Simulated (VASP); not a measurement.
# ZrH3 (Pm-3m) in VASP: notebook

The runs below take ZrH3 through single point, with LDA.

Everything below comes from runs of VASP 6.6.1. Logs are shortened: lines on timing, memory, paths and dates and some standing lists are left out, and cuts for length are marked.

### Step 1. The cell of the first run

Symmetry: Pm-3m, No. 221, cubic system. Conventional cell: a = 3.100 Å, b = 3.100 Å, c = 3.100 Å, α = 90.00°, β = 90.00°, γ = 90.00°. Within 2.9 Å of Zr (site symmetry m-3m) lie 12 H at 2.19 Å. Within 2.9 Å of H (site symmetry 4/mmm) lie 4 Zr at 2.19 Å and 8 H at 2.19 Å.

### Step 2. Single point, LDA

The input, INCAR:

```
ALGO = Normal
EDIFF = 1E-6
ENCUT = 520
GGA = CA
ISIF = 2
ISMEAR = -1
LASPH = T
LCHARG = T
LELF = T
LREAL = F
LVHAR = T
LWAVE = F
NBANDS = 16
NELM = 60
PREC = Accurate
SIGMA = 0.2
```

The input, KPOINTS:

```
k-points
0
Gamma
  7 7 7
```

The input, POSCAR:

```
ZrH3
1.0
    3.0997695143      0.0000000000      0.0000000000
    0.0000000000      3.0997695143      0.0000000000
    0.0000000000      0.0000000000      3.0997695143
Zr H
1 3
Direct
    0.0000000000      0.0000000000      0.0000000000
    0.0000000000      0.5000000000      0.5000000000
    0.5000000000      0.0000000000      0.5000000000
    0.5000000000      0.5000000000      0.0000000000
```

Potentials or basis: VASP PAW LDA potentials, release 64 (Zr_sv, H).

On the command line:

```console
$ cat potpaw_LDA.64/Zr_sv/POTCAR potpaw_LDA.64/H/POTCAR > POTCAR
$ mpirun -np 1 vasp_std > vasp.out
```

OUTCAR:

```text
EDIFF = 1E-6
   ENCUT = 520
   GGA = CA
   ISIF = 2
   ISMEAR = -1
   LASPH = T
   LREAL = F
   NELM = 60
   PREC = Accurate

 ion  position               nearest neighbor table
   1  0.000  0.000  0.000-   2 2.19   3 2.19   4 2.19   2 2.19   3 2.19   2 2.19   4 2.19   2 2.19
                             3 2.19   4 2.19   3 2.19   4 2.19
   2  0.000  0.500  0.500-   1 2.19   1 2.19   1 2.19   1 2.19
   3  0.500  0.000  0.500-   1 2.19   1 2.19   1 2.19   1 2.19
   4  0.500  0.500  0.000-   1 2.19   1 2.19   1 2.19   1 2.19

  LATTYP: Found a simple cubic cell.
 ALAT       =     3.0997695143

  Lattice vectors:

 A1 = (   3.0997695143,   0.0000000000,   0.0000000000)
 A2 = (   0.0000000000,   3.0997695143,   0.0000000000)
 A3 = (   0.0000000000,   0.0000000000,   3.0997695143)

Analysis of symmetry for initial positions (statically):
=====================================================================
 Subroutine PRICEL returns:
 Original cell was already a primitive cell.

 Routine SETGRP: Setting up the symmetry group for a
 simple cubic supercell.

 Subroutine GETGRP returns: Found 48 space group operations
 (whereof 48 operations were pure point group operations)
 out of a pool of 48 trial point group operations.

The static configuration has the point symmetry O_h .

Analysis of symmetry for dynamics (positions and initial velocities):
=====================================================================
 Subroutine PRICEL returns:
 Original cell was already a primitive cell.

 Routine SETGRP: Setting up the symmetry group for a
 simple cubic supercell.

 Subroutine GETGRP returns: Found 48 space group operations
 (whereof 48 operations were pure point group operations)
 out of a pool of 48 trial point group operations.

The dynamic configuration has the point symmetry O_h .

 Subroutine INISYM returns: Found 48 space group operations
 (whereof 48 operations are pure point group operations),
 and found     1 'primitive' translations

----------------------------------------------------------------------------------------

                                     Primitive cell

  volume of cell :      29.7844

  direct lattice vectors                    reciprocal lattice vectors
     3.099769514  0.000000000  0.000000000     0.322604631  0.000000000  0.000000000
     0.000000000  3.099769514  0.000000000     0.000000000  0.322604631  0.000000000
     0.000000000  0.000000000  3.099769514     0.000000000  0.000000000  0.322604631

  length of vectors
     3.099769514  3.099769514  3.099769514     0.322604631  0.322604631  0.322604631

  position of ions in fractional coordinates (direct lattice)
     0.000000000  0.000000000  0.000000000
     0.000000000  0.500000000  0.500000000
     0.500000000  0.000000000  0.500000000
     0.500000000  0.500000000  0.000000000

  ion indices of the primitive-cell ions
   primitive index   ion index
                 1           1
                 2           2
                 3           3
                 4           4

----------------------------------------------------------------------------------------

 KPOINTS: k-points

Automatic generation of k-mesh.
 Grid dimensions read from file:
 generate k-points for:    7    7    7

 Generating k-lattice:

  Cartesian coordinates                     Fractional coordinates (reciprocal lattice)
     0.046086376  0.000000000  0.000000000     0.142857143  0.000000000  0.000000000
     0.000000000  0.046086376  0.000000000     0.000000000  0.142857143  0.000000000
     0.000000000  0.000000000  0.046086376     0.000000000  0.000000000  0.142857143

  Length of vectors
     0.046086376  0.046086376  0.046086376

  Shift w.r.t. Gamma in fractional coordinates (k-lattice)
     0.000000000  0.000000000  0.000000000

 Subroutine IBZKPT returns following result:
 ===========================================

 Found     20 irreducible k-points:

 Following reciprocal coordinates:
            Coordinates               Weight
  0.000000  0.000000  0.000000      1.000000
  0.142857  0.000000  0.000000      6.000000
  0.285714  0.000000  0.000000      6.000000
  0.428571  0.000000  0.000000      6.000000
  0.142857  0.142857  0.000000     12.000000
  0.285714  0.142857  0.000000     24.000000
[... 12 lines left out ...]
  0.428571  0.428571  0.285714     24.000000
  0.428571  0.428571  0.428571      8.000000
   k-points           NKPTS =     20   k-points in BZ     NKDIM =     20   number of bands    NBANDS=     16
   number of dos      NEDOS =    301   number of ions     NIONS =      4
   total plane-waves  NPLWV =  13824
   dimension x,y,z NGX =    24 NGY =   24 NGZ =   24
   dimension x,y,z NGXF=    48 NGYF=   48 NGZF=   48
   ions per type =               1   3
   NGX,Y,Z   is equivalent  to a cutoff of  12.87, 12.87, 12.87 a.u.
   NGXF,Y,Z  is equivalent  to a cutoff of  25.74, 25.74, 25.74 a.u.
 SYSTEM =  unknown system
   PREC   = accura    normal or accurate (medium, high low for compatibility)
   ISTART =      0    job   : 0-new  1-cont  2-samecut
   ICHARG =      2    charge: 1-file 2-atom 10-const
   ISPIN  =      1    spin polarized calculation?
   LNONCOLLINEAR =      F non collinear calculations
   LSORBIT =      F    spin-orbit coupling
   LASPH  =      T    aspherical Exc in radial PAW
   ENCUT  =  520.0 eV  38.22 Ry    6.18 a.u.   5.76  5.76  5.76*2*pi/ulx,y,z
   NELM   =     60;   NELMIN=  2; NELMDL= -5     # of ELM steps
   EDIFF  = 0.1E-05   stopping-criterion for ELM
   LREAL  =      F    real-space projection
   EDIFFG = 0.1E-04   stopping-criterion for IOM
   NSW    =      0    number of steps for IOM
   IBRION =     -1    ionic relax: 0-MD 1-quasi-New 2-CG
   NFREE  =      0    steps in history (QN), initial steepest desc. (CG)
   ISIF   =      2    stress and relaxation
   ISYM   =      2    0-nonsym 1-usesym 2-fastsym
   POTIM  = 0.5000    time-step for ionic-motion
   TEBEG  =    0.0;   TEEND  =   0.0 temperature during run
   PSTRESS=    0.0 pullay stress
   NELECT =      15.0000    total number of electrons
   NUPDOWN=      -1.0000    fix difference up-down
   EMIN   =  10.00;   EMAX   =-10.00  energy-range for DOS
   EFERMI =   0.00;   METHOD = LEGACY
   ISMEAR =    -1;   SIGMA  =   0.20  broadening in eV -4-tet -1-fermi 0-gaus
   EFERMI_NEDOS =   21; number of points for ismear=-14 and -15
   IALGO  =     38    algorithm
   IMIX   =      4    mixing-type and parameters
     AMIX     =   0.40;   BMIX     =  1.00
     AMIX_MAG =   1.60;   BMIX_MAG =  1.00
  volume/ion in A,a.u.               =       7.45        50.25
  Fermi-wavevector in a.u.,A,eV,Ry     =   1.302494  2.461357 23.082169  1.696492
  Thomas-Fermi vector in A             =   2.433559
   LORBIT       =      0    0 simple, 1 ext, 2 COOP (PROOUT), +10 PAW based schemes
   GGA     = CA    functional components
   LHFCALC =     F    Hartree Fock is set to
   AEXX    =    0.0000 exact exchange contribution
   IVDW    =     0    specifies the selected vdW correction
   LEPSILON=     F    determine dielectric tensor
   LRPA    =     F    only Hartree local field effects (RPA)
 non-spin polarized calculation
  energy-cutoff  :      520.00
  volume of cell :       29.78
 maximum number of plane-waves:       812
 NGX is ok and might be reduce to    24
   NGX = 11   NGY = 11   NGZ = 11

 number of electron      15.0000002 magnetization

 Free energy of the ion-electron system (eV)
  ---------------------------------------------------
  ext. energy  EPLUGINS =         0.00000000
  ---------------------------------------------------
  free energy    TOTEN  =       -21.39140391 eV

  energy without entropy =      -21.29452156  energy(sigma->0) =      -21.34296273

 E-fermi :   7.9723     XC(G=0): -11.5168

 val. band max:        7.8305488585   @ k =   0.2857   0.2857   0.0000
 cond. band min:       8.0471204217   @ k =   0.2857   0.2857   0.1429
 fundamental gap:      0.2165715632
 Fermi energy:         7.9722988362

 k-point     1 :       0.0000    0.0000    0.0000
  band No.  band energies     occupation
      1     -41.0036      2.00000
      2     -18.8569      2.00000
      3     -18.8569      2.00000
      4     -18.8569      2.00000
      5      -2.3517      2.00000
      6       3.6992      2.00000
[... 8 lines left out ...]
     15      16.2353      0.00000
     16      21.3403      0.00000

 k-point     2 :       0.1429    0.0000    0.0000
  band No.  band energies     occupation
      1     -40.9889      2.00000
      2     -19.0217      2.00000
      3     -18.8433      2.00000
      4     -18.8433      2.00000
      5      -1.9503      2.00000
      6       3.7575      2.00000
[... 8 lines left out ...]
     15      17.2582      0.00000
     16      23.1101      0.00000

 k-point     3 :       0.2857    0.0000    0.0000
  band No.  band energies     occupation
      1     -40.9556      2.00000
      2     -19.3756      2.00000
      3     -18.8125      2.00000
      4     -18.8125      2.00000
      5      -0.8794      2.00000
      6       3.4350      2.00000
[... 8 lines left out ...]
     15      19.0277      0.00000
     16      24.9250      0.00000

 k-point     4 :       0.4286    0.0000    0.0000
  band No.  band energies     occupation
      1     -40.9288      2.00000
      2     -19.6451      2.00000
      3     -18.7876      2.00000
      4     -18.7876      2.00000
      5       0.5937      2.00000
      6       2.2379      2.00000
[... 8 lines left out ...]
     15      20.4468      0.00000
     16      21.0329      0.00000
[... 248 lines left out ...]
 k-point    18 :       0.4286    0.2857    0.2857
  band No.  band energies     occupation
      1     -40.8387      2.00000
      2     -19.4776      2.00000
      3     -19.2111      2.00000
      4     -19.1775      2.00000
      5       1.4484      2.00000
      6       3.0664      2.00000
[... 8 lines left out ...]
     15      19.6606      0.00000
     16      20.2767      0.00000

 k-point    19 :       0.4286    0.4286    0.2857
  band No.  band energies     occupation
      1     -40.8139      2.00000
      2     -19.4349      2.00000
      3     -19.4276      2.00000
      4     -19.1564      2.00000
      5       1.5417      2.00000
      6       2.7684      2.00000
[... 8 lines left out ...]
     15      18.6163      0.00000
     16      19.0268      0.00000

 k-point    20 :       0.4286    0.4286    0.4286
  band No.  band energies     occupation
      1     -40.7894      2.00000
      2     -19.3929      2.00000
      3     -19.3832      2.00000
      4     -19.3832      2.00000
      5       1.8569      2.00000
      6       2.1870      2.00000
[... 8 lines left out ...]
     15      17.1559      0.00000
     16      17.6722      0.00000

------------------------ aborting loop because EDIFF is reached ----------------------------------------

  FORCE on cell =-STRESS in cart. coord.  units (eV):
  Direction    XX          YY          ZZ          XY          YZ          ZX
  --------------------------------------------------------------------------------------
  -------------------------------------------------------------------------------------
  Total       -0.6732942     -0.6732942     -0.6732942      0.0000000      0.0000000      0.0000000
  in kB      -36.2182347    -36.2182347    -36.2182347      0.0000000      0.0000000      0.0000000
  external PRESSURE =     -36.2182347 kB  Pullay stress =       0.0000000 kB

 VOLUME and BASIS-vectors are now :
 -----------------------------------------------------------------------------
  energy-cutoff  :      520.00
  volume of cell :       29.78
      direct lattice vectors                 reciprocal lattice vectors
     3.099769514  0.000000000  0.000000000     0.322604631  0.000000000  0.000000000
     0.000000000  3.099769514  0.000000000     0.000000000  0.322604631  0.000000000
     0.000000000  0.000000000  3.099769514     0.000000000  0.000000000  0.322604631

 POSITION                                       TOTAL-FORCE (eV/Angst)
 -----------------------------------------------------------------------------------
      0.00000      0.00000      0.00000         0.000000      0.000000      0.000000
      0.00000      1.54988      1.54988         0.000000      0.000000      0.000000
      1.54988      0.00000      1.54988         0.000000      0.000000      0.000000
      1.54988      1.54988      0.00000         0.000000      0.000000      0.000000
 -----------------------------------------------------------------------------------
    total drift:                               -0.000000      0.000000      0.000000

  FREE ENERGIE OF THE ION-ELECTRON SYSTEM (eV)
  ---------------------------------------------------
  free  energy   TOTEN  =       -21.3914039111 eV

  energy  without entropy=      -21.2945215564  energy(sigma->0) =      -21.34296273
```

Run time: 4.4 s. Hardware: 1 thread of Intel Xeon Platinum 8488C (Sapphire Rapids), shared host; peak memory 0.12 GiB.

Results:

| Quantity | Value |
| --- | --- |
| Free energy | -21.3914 eV |
| Pressure | -3.6 GPa |

### Step 3. Single point, LDA

This run uses another cell than the first one, of 7.64 Å³/atom, 1.026 times its volume.

The input, INCAR:

```
PREC = Accurate ; ENCUT = 520
EDIFF = 1E-6 ; ISMEAR = -1
SIGMA = 0.2 ; LREAL = F
LASPH = T ; NELM = 60
ALGO = Normal ; ISIF = 2
LWAVE = F ; LCHARG = T
GGA = CA ; LELF = T
LVHAR = T ; NBANDS = 16
```

The input, KPOINTS:

```
Automatic mesh
0
Gamma
  7 7 7
```

The input, POSCAR:

```
ZrH3
1.0
    3.1260400000      0.0000000000      0.0000000000
    0.0000000000      3.1260400000      0.0000000000
    0.0000000000      0.0000000000      3.1260400000
Zr H
1 3
Direct
    0.0000000000      0.0000000000      0.0000000000
    0.0000000000      0.5000000000      0.5000000000
    0.5000000000      0.0000000000      0.5000000000
    0.5000000000      0.5000000000      0.0000000000
```

Potentials or basis: VASP PAW LDA potentials, release 64 (Zr_sv, H).

On the command line:

```console
$ cat potpaw_LDA.64/Zr_sv/POTCAR potpaw_LDA.64/H/POTCAR > POTCAR
$ mpirun -np 1 vasp_std > vasp.out
```

Wall time 4.4 s (1 thread of Intel Xeon Platinum 8488C (Sapphire Rapids), shared host); peak memory 0.12 GiB.

It converged, with:

```
Free energy : -21.3675 eV
Pressure    : -6.8 GPa
```

Levels at points of the mesh, in eV from the Fermi level:
| k point | band 4 | band 5 | band 6 | band 7 | band 8 | band 9 | band 10 | band 11 |
| --- | --- | --- | --- | --- | --- | --- | --- | --- |
| (0.00, 0.00, 0.00) | -26.89 | -10.18 | -4.17 | -4.17 | 3.63 | 3.63 | 3.63 | 5.93 |

### Step 4. Single point, LDA

This run uses another cell than the first one, of 7.83 Å³/atom, 1.051 times its volume.

The input, INCAR:

```
  PREC = Accurate
  ENCUT = 520
  EDIFF = 1E-6
  ISMEAR = -1
  SIGMA = 0.2
  LREAL = F
  LASPH = T
  NELM = 80
  ALGO = Normal
  ISIF = 2
  LWAVE = F
  LCHARG = F
  NBANDS = 16
```

KPOINTS is that of step 3.

The input, POSCAR:

```
ZrH3
1.0
    3.1518762130      0.0000000000      0.0000000000
    0.0000000000      3.1518762130      0.0000000000
    0.0000000000      0.0000000000      3.1518762130
Zr H
1 3
Direct
    0.0000000000      0.0000000000      0.0000000000
    0.0000000000      0.5000000000      0.5000000000
    0.5000000000      0.0000000000      0.5000000000
    0.5000000000      0.5000000000      0.0000000000
```

Potentials or basis: VASP PAW LDA potentials, release 64 (Zr_sv, H).

On the command line:

```console
$ cat potpaw_LDA.64/Zr_sv/POTCAR potpaw_LDA.64/H/POTCAR > POTCAR
$ mpirun -np 1 vasp_std > vasp.out
```

OUTCAR:

```text
PREC = Accurate
   ENCUT = 520
   EDIFF = 1E-6
   ISMEAR = -1
   LREAL = F
   LASPH = T
   NELM = 80
   ISIF = 2

 ion  position               nearest neighbor table
   1  0.000  0.000  0.000-   2 2.23   3 2.23   4 2.23   2 2.23   3 2.23   2 2.23   4 2.23   2 2.23
                             3 2.23   4 2.23   3 2.23   4 2.23
   2  0.000  0.500  0.500-   1 2.23   1 2.23   1 2.23   1 2.23
   3  0.500  0.000  0.500-   1 2.23   1 2.23   1 2.23   1 2.23
   4  0.500  0.500  0.000-   1 2.23   1 2.23   1 2.23   1 2.23

[... 572 lines left out ...]
  Direction    XX          YY          ZZ          XY          YZ          ZX
  --------------------------------------------------------------------------------------
  -------------------------------------------------------------------------------------
  Total       -1.8688793     -1.8688793     -1.8688793      0.0000000      0.0000000      0.0000000
  in kB      -95.6278493    -95.6278493    -95.6278493      0.0000000      0.0000000      0.0000000
  external PRESSURE =     -95.6278493 kB  Pullay stress =       0.0000000 kB

 VOLUME and BASIS-vectors are now :
 -----------------------------------------------------------------------------
  energy-cutoff  :      520.00
  volume of cell :       31.31
      direct lattice vectors                 reciprocal lattice vectors
     3.151876213  0.000000000  0.000000000     0.317271343  0.000000000  0.000000000
     0.000000000  3.151876213  0.000000000     0.000000000  0.317271343  0.000000000
     0.000000000  0.000000000  3.151876213     0.000000000  0.000000000  0.317271343

 POSITION                                       TOTAL-FORCE (eV/Angst)
 -----------------------------------------------------------------------------------
      0.00000      0.00000      0.00000         0.000000      0.000000      0.000000
      0.00000      1.57594      1.57594         0.000000      0.000000      0.000000
      1.57594      0.00000      1.57594         0.000000      0.000000      0.000000
      1.57594      1.57594      0.00000         0.000000      0.000000      0.000000
 -----------------------------------------------------------------------------------
    total drift:                                0.000000      0.000000      0.000000

  FREE ENERGIE OF THE ION-ELECTRON SYSTEM (eV)
  ---------------------------------------------------
  free  energy   TOTEN  =       -21.3293328142 eV

  energy  without entropy=      -21.2290945445  energy(sigma->0) =      -21.27921368
```

stdout:

```text
POSCAR found type information on POSCAR ZrH
 POSCAR found :  2 types and       4 ions
 scaLAPACK will be used
 LDA part: xc-table for (Slater(with rela. corr.)+CA(PZ))
 , standard interpolation
 POSCAR, INCAR and KPOINTS ok, starting setup
 FFT: planning ... GRIDC
 FFT: planning ... GRID_SOFT
 FFT: planning ... GRID
 WAVECAR not read
 entering main loop
```

Run time: 4.3 s. Hardware: 1 thread of Intel Xeon Platinum 8488C (Sapphire Rapids), shared host; peak memory 0.12 GiB.

What came out:

| Item | Value |
| --- | --- |
| Free energy | -21.3293 eV |
| Pressure | -9.6 GPa |

### Step 5. The runs side by side

```csv
cell,gap on the mesh (eV),pressure (GPa)
"a = 3.100 Å, 4 atoms",none,-3.6
"a = 3.126 Å, 4 atoms",none,-6.8
"a = 3.152 Å, 4 atoms",none,-9.6
```

Alike in all rows: task single point; level LDA; potentials or basis VASP PAW LDA potentials, release 64 (Zr_sv, H); no spin polarisation; k mesh 7 × 7 × 7; cutoff (eV) 520; smearing fermi-dirac 0.2 eV.

Total energies depend on the potentials used, so only differences within one code and one set of settings carry meaning.
